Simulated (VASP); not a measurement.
# SrErAs3 (Pm-3m) in VASP: notebook

Runs on SrErAs3. Level: PBE. Tasks: single point, relaxation of cell and atoms.

All numbers are computed with VASP 6.6.1; they aren't measurements. Logs are shortened: lines on timing, memory, paths and dates and some standing lists are left out, and cuts for length are marked.

**1. The cell of the first run**

The structure is cubic, space group Pm-3m (No. 221). The conventional cell has a = 5.385 Å, b = 5.385 Å, c = 5.385 Å, α = 90.00°, β = 90.00°, γ = 90.00°. Sr (site symmetry m-3m) has 6 As at 2.69 Å within 3.6 Å. Within 5.0 Å of Er (site symmetry m-3m) lie 12 As at 3.81 Å and 8 Sr at 4.66 Å. As (site symmetry 4/mmm) has 2 Sr at 2.69 Å within 3.6 Å.

The cell was built from a structure type or drawn by symmetry, and may not be a known phase.

**2. Single point, PBE**

INCAR

```
PREC     = Accurate       # precision mode
ENCUT    = 500            # plane-wave cutoff, eV
EDIFF    = 1E-6           # SCF threshold, eV
ISMEAR   = 0              # smearing method
SIGMA    = 0.1            # smearing width, eV
LREAL    = False          # projectors in reciprocal space
LASPH    = True           # aspherical terms in the spheres
NELM     = 200            # most SCF steps
ALGO     = Normal         # electronic algorithm
ISIF     = 2              # what is computed and relaxed
LWAVE    = False          # write WAVECAR
LCHARG   = True           # write CHGCAR
GGA      = PE             # functional
LELF     = True           # ELF
LVHAR    = True         
NBANDS   = 25             # bands
GGA_COMPAT= False        
LMAXMIX  = 6              # l up to which the mixer works
```

KPOINTS

```
Automatic mesh
0
Gamma
  8 8 8
```

POSCAR

```
SrErAs3
1.0
    5.3848595532      0.0000000000      0.0000000000
    0.0000000000      5.3848595532      0.0000000000
    0.0000000000      0.0000000000      5.3848595532
Sr Er As
1 1 3
Direct
    0.0000000000      0.0000000000      0.0000000000
    0.5000000000      0.5000000000      0.5000000000
    0.5000000000      0.0000000000      0.0000000000
    0.0000000000      0.5000000000      0.0000000000
    0.0000000000      0.0000000000      0.5000000000
```

Potentials or basis: VASP PAW PBE potentials, release 64 (Sr_sv, Er_3, As), 4f in core.

On the command line:

```sh
> cat potpaw_PBE.64/Sr_sv/POTCAR potpaw_PBE.64/Er_3/POTCAR potpaw_PBE.64/As/POTCAR > POTCAR
> mpirun -np 1 vasp_std > vasp.out
```

OUTCAR:

```text
PREC = Accurate
   ENCUT = 500
   EDIFF = 1E-6
   ISMEAR = 0
   LREAL = False
   LASPH = True
   NELM = 200
   ISIF = 2
   GGA = PE

 ion  position               nearest neighbor table
   1  0.000  0.000  0.000-   3 2.69   4 2.69   5 2.69   5 2.69   4 2.69   3 2.69
   2  0.500  0.500  0.500-
   3  0.500  0.000  0.000-   1 2.69   1 2.69
   4  0.000  0.500  0.000-   1 2.69   1 2.69
   5  0.000  0.000  0.500-   1 2.69   1 2.69

  LATTYP: Found a simple cubic cell.
 ALAT       =     5.3848595532

  Lattice vectors:

 A1 = (   5.3848595532,   0.0000000000,   0.0000000000)
 A2 = (   0.0000000000,   5.3848595532,   0.0000000000)
 A3 = (   0.0000000000,   0.0000000000,   5.3848595532)

Analysis of symmetry for initial positions (statically):
=====================================================================
 Subroutine PRICEL returns:
 Original cell was already a primitive cell.

 Routine SETGRP: Setting up the symmetry group for a
 simple cubic supercell.

 Subroutine GETGRP returns: Found 48 space group operations
 (whereof 48 operations were pure point group operations)
 out of a pool of 48 trial point group operations.

The static configuration has the point symmetry O_h .

Analysis of symmetry for dynamics (positions and initial velocities):
=====================================================================
 Subroutine PRICEL returns:
 Original cell was already a primitive cell.

 Routine SETGRP: Setting up the symmetry group for a
 simple cubic supercell.

 Subroutine GETGRP returns: Found 48 space group operations
 (whereof 48 operations were pure point group operations)
 out of a pool of 48 trial point group operations.

The dynamic configuration has the point symmetry O_h .

 Subroutine INISYM returns: Found 48 space group operations
 (whereof 48 operations are pure point group operations),
 and found     1 'primitive' translations

----------------------------------------------------------------------------------------

                                     Primitive cell

  volume of cell :     156.1432

  direct lattice vectors                    reciprocal lattice vectors
     5.384859553  0.000000000  0.000000000     0.185705865  0.000000000  0.000000000
     0.000000000  5.384859553  0.000000000     0.000000000  0.185705865  0.000000000
     0.000000000  0.000000000  5.384859553     0.000000000  0.000000000  0.185705865

  length of vectors
[... 89 lines left out ...]
   LREAL  =      F    real-space projection
   EDIFFG = 0.1E-04   stopping-criterion for IOM
   NSW    =      0    number of steps for IOM
   IBRION =     -1    ionic relax: 0-MD 1-quasi-New 2-CG
   NFREE  =      0    steps in history (QN), initial steepest desc. (CG)
   ISIF   =      2    stress and relaxation
   ISYM   =      2    0-nonsym 1-usesym 2-fastsym
   POTIM  = 0.5000    time-step for ionic-motion
   TEBEG  =    0.0;   TEEND  =   0.0 temperature during run
   PSTRESS=    0.0 pullay stress
   NELECT =      34.0000    total number of electrons
   NUPDOWN=      -1.0000    fix difference up-down
   EMIN   =  10.00;   EMAX   =-10.00  energy-range for DOS
   EFERMI =   0.00;   METHOD = LEGACY
   ISMEAR =     0;   SIGMA  =   0.10  broadening in eV -4-tet -1-fermi 0-gaus
   EFERMI_NEDOS =   21; number of points for ismear=-14 and -15
   IALGO  =     38    algorithm
   IMIX   =      4    mixing-type and parameters
     AMIX     =   0.40;   BMIX     =  1.00
     AMIX_MAG =   1.60;   BMIX_MAG =  1.00
  volume/ion in A,a.u.               =      31.23       210.74
  Fermi-wavevector in a.u.,A,eV,Ry     =   0.984903  1.861197 13.198110  0.970034
  Thomas-Fermi vector in A             =   2.116170
   LORBIT       =      0    0 simple, 1 ext, 2 COOP (PROOUT), +10 PAW based schemes
   GGA     = PE    functional components
   LHFCALC =     F    Hartree Fock is set to
   AEXX    =    0.0000 exact exchange contribution
   IVDW    =     0    specifies the selected vdW correction
   LEPSILON=     F    determine dielectric tensor
   LRPA    =     F    only Hartree local field effects (RPA)
 non-spin polarized calculation
 Gauss-broadening in eV      SIGMA  =   0.10
  energy-cutoff  :      500.00
  volume of cell :      156.14
 maximum number of plane-waves:      3984
 NGX is ok and might be reduce to    40
   NGX = 19   NGY = 19   NGZ = 19

 number of electron      34.0000007 magnetization

 Free energy of the ion-electron system (eV)
  ---------------------------------------------------
  ext. energy  EPLUGINS =         0.00000000
  ---------------------------------------------------
  free energy    TOTEN  =       -17.64060465 eV

  energy without entropy =      -17.61469171  energy(sigma->0) =      -17.62764818

 E-fermi :   2.3723     XC(G=0):  -8.8671

 val. band max:        2.3645474748   @ k =   0.1250   0.0000   0.0000
 cond. band min:       2.3751038402   @ k =   0.3750   0.3750   0.2500
 fundamental gap:      0.0105563654
 Fermi energy:         2.3723300344

 k-point     1 :       0.0000    0.0000    0.0000
  band No.  band energies     occupation
      1     -31.2797      2.00000
      2     -24.6486      2.00000
      3     -24.6486      2.00000
      4     -24.6486      2.00000
      5     -13.7439      2.00000
      6     -13.7439      2.00000
[... 661 lines left out ...]
     24       4.8772      0.00000
     25       4.9507      0.00000

 [... further k-points ...]

------------------------ aborting loop because EDIFF is reached ----------------------------------------

  FORCE on cell =-STRESS in cart. coord.  units (eV):
  Direction    XX          YY          ZZ          XY          YZ          ZX
  --------------------------------------------------------------------------------------
  -------------------------------------------------------------------------------------
  Total        0.1580238      0.1580238      0.1580238     -0.0000000      0.0000000     -0.0000000
  in kB        1.6214734      1.6214734      1.6214734     -0.0000000      0.0000000     -0.0000000
  external PRESSURE =       1.6214734 kB  Pullay stress =       0.0000000 kB

 VOLUME and BASIS-vectors are now :
 -----------------------------------------------------------------------------
  energy-cutoff  :      500.00
  volume of cell :      156.14
      direct lattice vectors                 reciprocal lattice vectors
     5.384859553  0.000000000  0.000000000     0.185705865  0.000000000  0.000000000
     0.000000000  5.384859553  0.000000000     0.000000000  0.185705865  0.000000000
     0.000000000  0.000000000  5.384859553     0.000000000  0.000000000  0.185705865

 POSITION                                       TOTAL-FORCE (eV/Angst)
 -----------------------------------------------------------------------------------
      0.00000      0.00000      0.00000         0.000000      0.000000      0.000000
      2.69243      2.69243      2.69243         0.000000      0.000000      0.000000
      2.69243      0.00000      0.00000         0.000000      0.000000      0.000000
      0.00000      2.69243      0.00000         0.000000      0.000000      0.000000
      0.00000      0.00000      2.69243         0.000000      0.000000      0.000000
 -----------------------------------------------------------------------------------
    total drift:                               -0.000000      0.000000     -0.000000

  FREE ENERGIE OF THE ION-ELECTRON SYSTEM (eV)
  ---------------------------------------------------
  free  energy   TOTEN  =       -17.6406046547 eV

  energy  without entropy=      -17.6146917119  energy(sigma->0) =      -17.62764818
```

stdout:

```text
POSCAR found type information on POSCAR SrErAs
 POSCAR found :  3 types and       5 ions
 scaLAPACK will be used
 LDA part: xc-table for (Slater+PW92), standard interpolation
 POSCAR, INCAR and KPOINTS ok, starting setup
 FFT: planning ... GRIDC
 FFT: planning ... GRID_SOFT
 FFT: planning ... GRID
 WAVECAR not read
 entering main loop
```

It took 97 s on 1 thread of Intel Xeon 6975P-C (Granite Rapids), shared host; peak memory 0.33 GiB.

Results:

```yaml
Free_energy: -17.6406 eV
Pressure: 0.2 GPa
Band_gap_on_the_k_mesh: zero (bands 17 and 18 overlap by 0.52 eV)
```

Caveat: spin-orbit coupling is left out, which moves the levels of the heavy elements; the 4f electrons are frozen in the core, so they carry no moment and show no levels.

**3. Relaxation of cell and atoms, PBE**

This run uses another cell than the first one, of 31.52 Å³/atom.

INCAR

```
SYSTEM = SrErAs3
PREC     = Accurate       ! precision mode
ENCUT    = 500            ! plane-wave cutoff, eV
EDIFF    = 1E-7           ! SCF threshold, eV
ISMEAR   = 0              ! smearing method
SIGMA    = 0.1            ! smearing width, eV
LREAL    = .False.        ! projectors in reciprocal space
LASPH    = .True.         ! aspherical terms in the spheres
NELM     = 200            ! most SCF steps
ALGO     = Normal         ! electronic algorithm
ISIF     = 3              ! what is computed and relaxed
LWAVE    = .False.        ! write WAVECAR
LCHARG   = .False.        ! write CHGCAR
GGA      = PE             ! functional
IBRION   = 2              ! ionic algorithm
NSW      = 100            ! ionic steps
EDIFFG   = -0.01          ! ionic threshold
GGA_COMPAT= .False.      
NELMIN   = 4            
LMAXMIX  = 6              ! l up to which the mixer works
```

KPOINTS

```
regular mesh
0
Gamma
  8 8 8
  0 0 0
```

POSCAR: that of step 2 with these lines changed.

```diff
@@ -2,5 +2,5 @@
 1.0
-    5.3848595532      0.0000000000      0.0000000000
-    0.0000000000      5.3848595532      0.0000000000
-    0.0000000000      0.0000000000      5.3848595532
+    5.4016584283      0.0000000000      0.0000000000
+    0.0000000000      5.4016584283      0.0000000000
+    0.0000000000      0.0000000000      5.4016584283
 Sr Er As
```

Potentials or basis: VASP PAW PBE potentials, release 64 (Sr_sv, Er_3, As), 4f in core.

On the command line:

```sh
> cat potpaw_PBE.64/Sr_sv/POTCAR potpaw_PBE.64/Er_3/POTCAR potpaw_PBE.64/As/POTCAR > POTCAR
> mpirun -np 1 vasp_std > vasp.out
```

OUTCAR:

```text
SYSTEM = SrErAs3
   PREC = Accurate
   ENCUT = 500
   EDIFF = 1E-7
   ISMEAR = 0
   LREAL = .False.
   LASPH = .True.
   NELM = 200
   ISIF = 3
   GGA = PE
   IBRION = 2
   NSW = 100
   EDIFFG = -0.01
   NELMIN = 4

 ion  position               nearest neighbor table
   1  0.000  0.000  0.000-   3 2.70   4 2.70   5 2.70   5 2.70   4 2.70   3 2.70
   2  0.500  0.500  0.500-
   3  0.500  0.000  0.000-   1 2.70   1 2.70
[... 832 lines left out ...]
  --------------------------------------------------------------------------------------
  -------------------------------------------------------------------------------------
  Total       -0.0122866     -0.0122866     -0.0122866     -0.0000000      0.0000000     -0.0000000
  in kB       -0.1253980     -0.1253980     -0.1253980     -0.0000000      0.0000000     -0.0000000
  external PRESSURE =      -0.1253980 kB  Pullay stress =       0.0000000 kB

 VOLUME and BASIS-vectors are now :
 -----------------------------------------------------------------------------
  energy-cutoff  :      500.00
  volume of cell :      156.98
      direct lattice vectors                 reciprocal lattice vectors
     5.394494999 -0.000000000  0.000000000     0.185374164  0.000000000  0.000000000
     0.000000000  5.394494999 -0.000000000     0.000000000  0.185374164  0.000000000
    -0.000000000  0.000000000  5.394494999    -0.000000000  0.000000000  0.185374164

 POSITION                                       TOTAL-FORCE (eV/Angst)
 -----------------------------------------------------------------------------------
      0.00000      0.00000      0.00000         0.000000      0.000000      0.000000
      2.69725      2.69725      2.69725         0.000000      0.000000      0.000000
      2.69725     -0.00000      0.00000        -0.000000      0.000000      0.000000
      0.00000      2.69725     -0.00000        -0.000000      0.000000      0.000000
     -0.00000      0.00000      2.69725        -0.000000      0.000000      0.000000
 -----------------------------------------------------------------------------------
    total drift:                               -0.000000      0.000000     -0.000000

  FREE ENERGIE OF THE ION-ELECTRON SYSTEM (eV)
  ---------------------------------------------------
  free  energy   TOTEN  =       -17.6410684690 eV

  energy  without entropy=      -17.6153048200  energy(sigma->0) =      -17.62818664

 reached required accuracy - stopping structural energy minimisation
```

Run time: 2.3 min. Hardware: 1 thread of Intel Xeon 6975P-C (Granite Rapids), shared host; peak memory 0.33 GiB.

Results:

```
Free energy                           : -17.6411 eV
Relaxed volume                        : 31.40 Å³/atom
Relaxed cell                          : a = 5.394 Å, b = 5.394 Å, c = 5.394 Å, α = 90.00°, β = 90.00°, γ = 90.00°
Space group after relaxing (to 0.1 Å) : Pm-3m (No. 221)
Energy gained by relaxing             : 0.1 meV/atom
Ionic steps                           : 2
Pressure after relaxing               : 0.0 GPa
Band gap on the k mesh                : zero (bands 17 and 18 overlap by 0.52 eV)
```

The path:
```tsv
step	energy change (eV)	largest force (eV/Å)	pressure (GPa)	volume (Å³)
1	0.0000	0.0000	-0.14	157.61
2	-0.0003	0.0000	-0.01	156.98
```

Final structure:
```
Sr Er As
1.0
     5.39450    0.00000    0.00000
     0.00000    5.39450    0.00000
     0.00000    0.00000    5.39450
Sr Er As
1 1 3
Cartesian
  0.0000 0.0000 0.0000
  2.6972 2.6972 2.6972
  2.6972 0.0000 0.0000
  0.0000 2.6972 0.0000
  0.0000 0.0000 2.6972
```

Levels at points of the mesh, in eV from the Fermi level:
```csv
k point,band 15,band 16,band 17,band 18,band 19,band 20
"(0.00, 0.00, 0.00)",-0.21,-0.21,-0.13,0.86,0.86,1.00
"(0.50, 0.00, 0.00)",-1.46,-1.46,-1.39,0.89,0.89,1.25
"(0.50, 0.50, 0.00)",-1.36,-1.31,-1.31,0.15,0.67,1.15
"(0.50, 0.50, 0.50)",-1.33,-1.33,-0.26,1.19,1.19,1.19
```

Caveat: spin-orbit coupling is left out, which moves the levels of the heavy elements; the 4f electrons are frozen in the core, so they carry no moment and show no levels.
